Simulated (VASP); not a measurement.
Mg4O, 5 atoms in the cell. The cell holds a slab with vacuum, 5 atoms: a = 3.188 Å, b = 5.108 Å, c = 19.136 Å, α = 90.00°, β = 90.00°, γ = 90.00°. 

```yaml
Program: VASP 6.6.1
Task: single point
Functional: PBEsol
Potentials_or_basis: VASP PAW PBE potentials, release 64 (Mg, O)
Cutoff: 520 eV
k_mesh: 8 × 5 × 1
Occupations: gaussian, width 0.1 eV
Spin: no spin polarisation
Dipole_correction: yes
Further_INCAR_settings: ALGO = Normal; EDIFF = 1e-06; NBANDS = 15
```

Potentials or basis: VASP PAW PBE potentials, release 64 (Mg, O).

The run is started by

```sh
$ cat potpaw_PBE.64/Mg/POTCAR potpaw_PBE.64/O/POTCAR > POTCAR
$ mpirun -np 1 vasp_std > vasp.out
```

Hardware: 1 thread of Intel Xeon 8259CL, on a shared host.

**Question.** Estimate the wall time of this run.

**Answer.** Run time: 3.9 min on 1 thread of Intel Xeon 8259CL (shared host), peak memory 0.36 GiB. Counts: scf iterations 23, k points 15.
